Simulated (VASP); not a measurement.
A run of VASP 6.6.1 is set up as follows.

The input POSCAR:

```
TePt
1.0
    4.1109998117      0.0000000000      0.0000000000
   -2.0554999058      3.5602302719      0.0000000000
    0.0000000000      0.0000000000      5.4460000000
Te Pt
2 2
Direct
    0.3333333333      0.6666666667      0.2500000000
    0.6666666667      0.3333333333      0.7500000000
    0.0000000000      0.0000000000      0.0573815645
    0.0000000000      0.0000000000      0.5573815645
```

File INCAR.step1:

```
SYSTEM = TePt
  PREC = Accurate
  ENCUT = 520
  ISMEAR = 0
  SIGMA = 0.15
  LREAL = .False.
  LASPH = .True.
  NELM = 60
  NBANDS = 24
  GGA = PE
  ALGO = Normal
  EDIFF = 1E-4
  LWAVE = .True.
  LCHARG = .False.
```

Contents of INCAR.step2:

```
SYSTEM = TePt
  PREC = Accurate
  ENCUT = 520
  EDIFF = 1E-7
  ISMEAR = 0
  SIGMA = 0.15
  LREAL = .False.
  LASPH = .True.
  NELM = 60
  ALGO = Normal
  ISIF = 2
  LWAVE = .False.
  LCHARG = .False.
  METAGGA = R2SCAN
  LMIXTAU = .True.
  NBANDS = 24
  ISTART = 1
```

Contents of KPOINTS:

```
Automatic mesh
0
Gamma
  12 12 10
  0 0 0
```

Potentials or basis: VASP PAW PBE potentials, release 64 (Te, Pt).

Run with:

```bash
$ cat potpaw_PBE.64/Te/POTCAR potpaw_PBE.64/Pt/POTCAR > POTCAR
$ cp INCAR.step1 INCAR
$ mpirun -np 1 vasp_std > vasp.out
$ cp INCAR.step2 INCAR
$ mpirun -np 1 vasp_std > vasp.out
```

What does it give for the pressure?

18.5 GPa.

Predict the largest force.

1.081 eV/Å.

Predict the band gap on the k mesh.

zero (band 16 reaches 12.10 eV, above the bottom of band 17 at 10.33 eV).

Stress tensor (GPa, compression positive):
```
19.57  0.00  0.00
 0.00 19.57  0.00
 0.00  0.00 16.23
```

Caveat: the cell differs from its parent crystal (all Pt atoms moved +0.312 Å, as atom 3 along Cartesian [0 0 1]); the PAW data sets were made with another functional, which shifts forces and pressure a little; spin-orbit coupling is left out, which moves the levels of the heavy elements.
